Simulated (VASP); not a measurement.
# Sb (P4/mmm) in VASP: a series of runs

Sb is run at these levels: PBEsol; tasks: single point.

All numbers are computed with VASP 6.6.1; they aren't measurements. Logs are shortened: lines on timing, memory, paths and dates and some standing lists are left out, and cuts for length are marked.

### 1 The cell of the first run

The structure is tetragonal, space group P4/mmm (No. 123). The conventional cell has a = 3.547 Å, b = 3.547 Å, c = 2.508 Å, α = 90.00°, β = 90.00°, γ = 90.00°. Within 3.3 Å of Sb (site symmetry 4/mmm) lie 2 Sb at 2.51 Å.

### 2 Single point, PBEsol

INCAR reads:

```
SYSTEM = Sb
PREC = Accurate
ENCUT = 520
EDIFF = 1E-6
ISMEAR = 0
SIGMA = 0.15
LREAL = .False.
LASPH = .True.
NELM = 80
ALGO = Normal
ISIF = 2
LWAVE = .False.
LCHARG = .False.
GGA = PS
NBANDS = 8
```

KPOINTS reads:

```
regular mesh
0
Gamma
  16 16 16
  0 0 0
```

POSCAR reads:

```
Sb
1.0
    3.5471586354      0.0000000000      0.0000000000
    0.0000000000      3.5471586354      0.0000000000
    0.0000000000      0.0000000000      2.5078411553
Sb
1
Direct
    0.0000000000      0.0000000000      0.0000000000
```

Potentials or basis: VASP PAW PBE potentials, release 64 (Sb).

Run with:

```
cat potpaw_PBE.64/Sb/POTCAR > POTCAR
mpirun -np 1 vasp_std > vasp.out
```

OUTCAR:

```text
SYSTEM = Sb
   PREC = Accurate
   ENCUT = 520
   EDIFF = 1E-6
   ISMEAR = 0
   LREAL = .False.
   LASPH = .True.
   NELM = 80
   ISIF = 2
   GGA = PS

 ion  position               nearest neighbor table
   1  0.000  0.000  0.000-

  LATTYP: Found a simple tetragonal cell.
 ALAT       =     3.5471586354
 C/A-ratio  =     0.7070000000

  Lattice vectors:

 A1 = (   3.5471586354,   0.0000000000,   0.0000000000)
 A2 = (   0.0000000000,   3.5471586354,   0.0000000000)
 A3 = (   0.0000000000,   0.0000000000,   2.5078411553)

Analysis of symmetry for initial positions (statically):
=====================================================================
 Subroutine PRICEL returns:
 Original cell was already a primitive cell.

 Routine SETGRP: Setting up the symmetry group for a
 simple tetragonal supercell.

 Subroutine GETGRP returns: Found 16 space group operations
 (whereof 16 operations were pure point group operations)
 out of a pool of 16 trial point group operations.

The static configuration has the point symmetry D_4h.

Analysis of symmetry for dynamics (positions and initial velocities):
=====================================================================
 Subroutine PRICEL returns:
 Original cell was already a primitive cell.

 Routine SETGRP: Setting up the symmetry group for a
 simple tetragonal supercell.

 Subroutine GETGRP returns: Found 16 space group operations
 (whereof 16 operations were pure point group operations)
 out of a pool of 16 trial point group operations.

The dynamic configuration has the point symmetry D_4h.

 Subroutine INISYM returns: Found 16 space group operations
 (whereof 16 operations are pure point group operations),
 and found     1 'primitive' translations

----------------------------------------------------------------------------------------

                                     Primitive cell

  volume of cell :      31.5545

  direct lattice vectors                    reciprocal lattice vectors
     3.547158635  0.000000000  0.000000000     0.281915782  0.000000000  0.000000000
     0.000000000  3.547158635  0.000000000     0.000000000  0.281915782  0.000000000
     0.000000000  0.000000000  2.507841155     0.000000000  0.000000000  0.398749338

  length of vectors
     3.547158635  3.547158635  2.507841155     0.281915782  0.281915782  0.398749338

  position of ions in fractional coordinates (direct lattice)
     0.000000000  0.000000000  0.000000000

  ion indices of the primitive-cell ions
   primitive index   ion index
                 1           1

----------------------------------------------------------------------------------------

 KPOINTS: regular mesh

Automatic generation of k-mesh.
 Grid dimensions read from file:
 generate k-points for:   16   16   16

 Generating k-lattice:

  Cartesian coordinates                     Fractional coordinates (reciprocal lattice)
     0.017619736  0.000000000  0.000000000     0.062500000  0.000000000  0.000000000
     0.000000000  0.017619736  0.000000000     0.000000000  0.062500000  0.000000000
     0.000000000  0.000000000  0.024921834     0.000000000  0.000000000  0.062500000

  Length of vectors
     0.017619736  0.017619736  0.024921834

  Shift w.r.t. Gamma in fractional coordinates (k-lattice)
     0.000000000  0.000000000  0.000000000

 Subroutine IBZKPT returns following result:
 ===========================================

 Found    405 irreducible k-points:

 Following reciprocal coordinates:
            Coordinates               Weight
  0.000000  0.000000  0.000000      1.000000
  0.062500  0.000000  0.000000      4.000000
  0.125000  0.000000  0.000000      4.000000
  0.187500  0.000000  0.000000      4.000000
  0.250000  0.000000  0.000000      4.000000
  0.312500  0.000000  0.000000      4.000000
[... 16 lines left out ...]
  0.437500  0.125000  0.000000      8.000000
  0.500000  0.125000  0.000000      4.000000
 [... further k-points ...]
   k-points           NKPTS =    405   k-points in BZ     NKDIM =    405   number of bands    NBANDS=      8
   number of dos      NEDOS =    301   number of ions     NIONS =      1
   total plane-waves  NPLWV =  15680
   dimension x,y,z NGX =    28 NGY =   28 NGZ =   20
   dimension x,y,z NGXF=    56 NGYF=   56 NGZF=   40
   ions per type =               1
   NGX,Y,Z   is equivalent  to a cutoff of  13.12, 13.12, 13.26 a.u.
   NGXF,Y,Z  is equivalent  to a cutoff of  26.25, 26.25, 26.52 a.u.
 SYSTEM =  Sb
   PREC   = accura    normal or accurate (medium, high low for compatibility)
   ISTART =      0    job   : 0-new  1-cont  2-samecut
   ICHARG =      2    charge: 1-file 2-atom 10-const
   ISPIN  =      1    spin polarized calculation?
   LNONCOLLINEAR =      F non collinear calculations
   LSORBIT =      F    spin-orbit coupling
   LASPH  =      T    aspherical Exc in radial PAW
   ENCUT  =  520.0 eV  38.22 Ry    6.18 a.u.   6.60  6.60  4.66*2*pi/ulx,y,z
   NELM   =     80;   NELMIN=  2; NELMDL= -5     # of ELM steps
   EDIFF  = 0.1E-05   stopping-criterion for ELM
   LREAL  =      F    real-space projection
   EDIFFG = 0.1E-04   stopping-criterion for IOM
   NSW    =      0    number of steps for IOM
   IBRION =     -1    ionic relax: 0-MD 1-quasi-New 2-CG
   NFREE  =      0    steps in history (QN), initial steepest desc. (CG)
   ISIF   =      2    stress and relaxation
   ISYM   =      2    0-nonsym 1-usesym 2-fastsym
   POTIM  = 0.5000    time-step for ionic-motion
   TEBEG  =    0.0;   TEEND  =   0.0 temperature during run
   PSTRESS=    0.0 pullay stress
   NELECT =       5.0000    total number of electrons
   NUPDOWN=      -1.0000    fix difference up-down
   EMIN   =  10.00;   EMAX   =-10.00  energy-range for DOS
   EFERMI =   0.00;   METHOD = LEGACY
   ISMEAR =     0;   SIGMA  =   0.15  broadening in eV -4-tet -1-fermi 0-gaus
   EFERMI_NEDOS =   21; number of points for ismear=-14 and -15
   IALGO  =     38    algorithm
   IMIX   =      4    mixing-type and parameters
     AMIX     =   0.40;   BMIX     =  1.00
     AMIX_MAG =   1.60;   BMIX_MAG =  1.00
  volume/ion in A,a.u.               =      31.55       212.94
  Fermi-wavevector in a.u.,A,eV,Ry     =   0.885886  1.674081 10.677766  0.784794
  Thomas-Fermi vector in A             =   2.006979
   LORBIT       =      0    0 simple, 1 ext, 2 COOP (PROOUT), +10 PAW based schemes
   GGA     = PS    functional components
   LHFCALC =     F    Hartree Fock is set to
   AEXX    =    0.0000 exact exchange contribution
   IVDW    =     0    specifies the selected vdW correction
   LEPSILON=     F    determine dielectric tensor
   LRPA    =     F    only Hartree local field effects (RPA)
 non-spin polarized calculation
 Gauss-broadening in eV      SIGMA  =   0.15
  energy-cutoff  :      520.00
  volume of cell :       31.55
 maximum number of plane-waves:       865
 NGX is ok and might be reduce to    28

 number of electron       5.0000000 magnetization

 Free energy of the ion-electron system (eV)
  ---------------------------------------------------
  ext. energy  EPLUGINS =         0.00000000
  ---------------------------------------------------
  free energy    TOTEN  =        -3.44418436 eV

  energy without entropy =       -3.43691572  energy(sigma->0) =       -3.44055004

 E-fermi :   6.2435     XC(G=0):  -9.3829

 val. band max:        6.2371517018   @ k =   0.4375   0.1875   0.5000
 cond. band min:       6.2479883009   @ k =   0.3750   0.3750   0.3750
 fundamental gap:      0.0108365992
 Fermi energy:         6.2435472751

 k-point     1 :       0.0000    0.0000    0.0000
  band No.  band energies     occupation
      1      -6.5843      2.00000
      2       6.1057      1.80615
      3       6.1057      1.80615
      4      10.4239      0.00000
      5      11.1455      0.00000
      6      17.4157      0.00000
      7      20.0555      0.00000
      8      20.0987      0.00000

 k-point     2 :       0.0625    0.0000    0.0000
  band No.  band energies     occupation
      1      -6.5530      2.00000
      2       5.7230      2.00000
      3       6.1338      1.69915
      4      10.6320      0.00000
      5      11.4426      0.00000
      6      17.4474      0.00000
      7      19.3375      0.00000
      8      19.8087      0.00000

 k-point     3 :       0.1250    0.0000    0.0000
  band No.  band energies     occupation
      1      -6.4614      2.00000
      2       4.8677      2.00000
      3       6.2155      1.20879
      4      10.8701      0.00000
      5      12.4231      0.00000
      6      17.5399      0.00000
      7      18.3466      0.00000
      8      19.0870      0.00000

 k-point     4 :       0.1875    0.0000    0.0000
  band No.  band energies     occupation
      1      -6.3160      2.00000
      2       3.8918      2.00000
      3       6.3429      0.34870
      4      11.0904      0.00000
      5      13.7649      0.00000
      6      17.4099      0.00000
      7      17.6852      0.00000
      8      18.2238      0.00000

 k-point     5 :       0.2500    0.0000    0.0000
  band No.  band energies     occupation
      1      -6.1295      2.00000
      2       2.9546      2.00000
      3       6.5025      0.01464
      4      11.3558      0.00000
      5      15.1597      0.00000
      6      16.5726      0.00000
      7      17.4510      0.00000
      8      17.8686      0.00000

 k-point     6 :       0.3125    0.0000    0.0000
  band No.  band energies     occupation
      1      -5.9229      2.00000
      2       2.1347      2.00000
      3       6.6737      0.00005
      4      11.6714      0.00000
      5      15.8520      0.00000
      6      15.8663      0.00000
      7      17.4883      0.00000
      8      18.0679      0.00000

 k-point     7 :       0.3750    0.0000    0.0000
  band No.  band energies     occupation
      1      -5.7273      2.00000
      2       1.4893      2.00000
      3       6.8297      0.00000
      4      12.0163      0.00000
      5      15.3242      0.00000
      6      15.4017      0.00000
      7      18.2526      0.00000
      8      18.7308      0.00000

 k-point     8 :       0.4375    0.0000    0.0000
  band No.  band energies     occupation
      1      -5.5834      2.00000
      2       1.0713      2.00000
      3       6.9406      0.00000
      4      12.3284      0.00000
      5      14.9058      0.00000
      6      14.9803      0.00000
      7      18.3858      0.00000
      8      20.0000      0.00000

 k-point     9 :       0.5000    0.0000    0.0000
  band No.  band energies     occupation
      1      -5.5298      2.00000
      2       0.9257      2.00000
      3       6.9809      0.00000
      4      12.4687      0.00000
      5      14.6970      0.00000
      6      14.8620      0.00000
      7      18.4348      0.00000
      8      20.6701      0.00000

 k-point    10 :       0.0625    0.0625    0.0000
  band No.  band energies     occupation
      1      -6.5218      2.00000
      2       5.7266      2.00000
      3       5.7782      1.99999
      4      10.9568      0.00000
      5      11.6184      0.00000
      6      17.4791      0.00000
      7      18.5494      0.00000
      8      20.1565      0.00000
[... 78 lines left out ...]
 k-point    18 :       0.1250    0.1250    0.0000
  band No.  band energies     occupation
      1      -6.3386      2.00000
      2       4.9324      2.00000
      3       5.0460      2.00000
      4      12.1689      0.00000
      5      12.7828      0.00000
      6      16.5134      0.00000
      7      17.6642      0.00000
      8      20.3581      0.00000

 k-point    19 :       0.1875    0.1250    0.0000
  band No.  band energies     occupation
      1      -6.1934      2.00000
      2       4.0138      2.00000
      3       5.1342      2.00000
      4      12.5223      0.00000
      5      13.8562      0.00000
      6      15.6440      0.00000
      7      17.8096      0.00000
      8      20.1424      0.00000

 k-point    20 :       0.2500    0.1250    0.0000
  band No.  band energies     occupation
      1      -6.0072      2.00000
      2       3.0807      2.00000
      3       5.3119      2.00000
      4      12.6903      0.00000
      5      14.3757      0.00000
      6      15.7907      0.00000
      7      17.9931      0.00000
      8      19.5299      0.00000

 k-point    21 :       0.3125    0.1250    0.0000
  band No.  band energies     occupation
      1      -5.8010      2.00000
      2       2.2628      2.00000
      3       5.5076      2.00000
      4      12.7487      0.00000
      5      13.9615      0.00000
      6      17.1527      0.00000
      7      18.1927      0.00000
      8      18.8997      0.00000

 k-point    22 :       0.3750    0.1250    0.0000
  band No.  band energies     occupation
      1      -5.6058      2.00000
      2       1.6185      2.00000
      3       5.6904      2.00000
      4      12.5879      0.00000
      5      13.8061      0.00000
      6      18.0264      0.00000
      7      18.3775      0.00000
      8      18.9291      0.00000

 k-point    23 :       0.4375    0.1250    0.0000
  band No.  band energies     occupation
      1      -5.4621      2.00000
      2       1.2012      2.00000
      3       5.8232      1.99993
      4      12.3549      0.00000
      5      13.8604      0.00000
      6      17.7614      0.00000
      7      18.5108      0.00000
      8      20.0923      0.00000

 k-point    24 :       0.5000    0.1250    0.0000
  band No.  band energies     occupation
      1      -5.4086      2.00000
      2       1.0558      2.00000
      3       5.8722      1.99954
      4      12.2575      0.00000
      5      13.9030      0.00000
      6      17.6295      0.00000
      7      18.5599      0.00000
      8      20.7488      0.00000

 [... further k-points ...]
[... 5 lines left out ...]
  --------------------------------------------------------------------------------------
  -------------------------------------------------------------------------------------
  Total       -1.1433782     -1.1433782      8.8760031      0.0000000     -0.0000000      0.0000000
  in kB      -58.0549485    -58.0549485    450.6784357      0.0000000     -0.0000000      0.0000000
  external PRESSURE =     111.5228462 kB  Pullay stress =       0.0000000 kB

 VOLUME and BASIS-vectors are now :
 -----------------------------------------------------------------------------
  energy-cutoff  :      520.00
  volume of cell :       31.55
      direct lattice vectors                 reciprocal lattice vectors
     3.547158635  0.000000000  0.000000000     0.281915782  0.000000000  0.000000000
     0.000000000  3.547158635  0.000000000     0.000000000  0.281915782  0.000000000
     0.000000000  0.000000000  2.507841155     0.000000000  0.000000000  0.398749338

 POSITION                                       TOTAL-FORCE (eV/Angst)
 -----------------------------------------------------------------------------------
      0.00000      0.00000      0.00000         0.000000      0.000000      0.000000
 -----------------------------------------------------------------------------------
    total drift:                                0.000000      0.000000     -0.000000

  FREE ENERGIE OF THE ION-ELECTRON SYSTEM (eV)
  ---------------------------------------------------
  free  energy   TOTEN  =        -3.4441843610 eV

  energy  without entropy=       -3.4369157198  energy(sigma->0) =       -3.44055004
```

Wall time 77 s (1 thread of AMD EPYC 7R43 (Zen 3), shared host); peak memory 0.18 GiB.

What came out:

```
Free energy : -3.4442 eV
Pressure    : 11.2 GPa
```

Stress tensor (GPa, compression positive):
```
-5.81  0.00  0.00
 0.00 -5.81  0.00
 0.00  0.00 45.07
```

Caveat: the PAW data sets were made with another functional, which shifts forces and pressure a little; spin-orbit coupling is left out, which moves the levels of the heavy elements.

### 3 Single point, PBEsol

This run uses another cell than the first one, of the same volume but with other edges.

INCAR reads:

```
PREC     = Accurate       # precision mode
ENCUT    = 520            # plane-wave cutoff, eV
EDIFF    = 1E-7           # SCF threshold, eV
ISMEAR   = 0              # smearing method
SIGMA    = 0.15           # smearing width, eV
LREAL    = False          # projectors in reciprocal space
LASPH    = True           # aspherical terms in the spheres
NELM     = 100            # most SCF steps
ALGO     = Normal         # electronic algorithm
ISIF     = 2              # what is computed and relaxed
LWAVE    = False          # write WAVECAR
LCHARG   = True           # write CHGCAR
GGA      = PS             # functional
LELF     = True           # ELF
LVHAR    = True         
NBANDS   = 8              # bands
```

KPOINTS reads:

```
Automatic mesh
0
Gamma
  16 16 16
```

POSCAR reads:

```
Sb
1.0
    2.8153816747      0.0000000000      0.0000000000
    0.0000000000      2.8153816747      0.0000000000
    0.0000000000      0.0000000000      3.9809496880
Sb
1
Direct
    0.0000000000      0.0000000000      0.0000000000
```

Potentials or basis: VASP PAW PBE potentials, release 64 (Sb).

Run with:

```
cat potpaw_PBE.64/Sb/POTCAR > POTCAR
mpirun -np 1 vasp_std > vasp.out
```

Wall time 2 min (1 thread of AMD EPYC 7R43 (Zen 3), shared host); peak memory 0.19 GiB.

It converged, with:

| Property | Result |
| --- | --- |
| Free energy | -4.0500 eV |
| Pressure | 5.7 GPa |

Stress tensor (GPa, compression positive):
```
11.07  0.00  0.00
 0.00 11.07  0.00
 0.00  0.00 -4.96
```

Levels at points of the mesh, in eV from the Fermi level:
```csv
k point,band 1,band 2,band 3,band 4,band 5
"(0.00, 0.00, 0.00)",-12.77,-1.59,3.09,6.08,6.08
"(0.50, 0.00, 0.00)",-8.91,-5.99,1.49,6.94,7.25
"(0.50, 0.50, 0.00)",-4.53,-3.11,-3.11,2.81,4.62
"(0.00, 0.00, 0.50)",-12.29,-4.83,6.49,6.49,9.52
"(0.50, 0.00, 0.50)",-8.40,-5.56,-1.51,2.62,9.89
"(0.50, 0.50, 0.50)",-3.90,-2.74,-2.74,1.75,3.59
```

Caveat: the PAW data sets were made with another functional, which shifts forces and pressure a little; spin-orbit coupling is left out, which moves the levels of the heavy elements.

(Continued in part 2 of 2.)
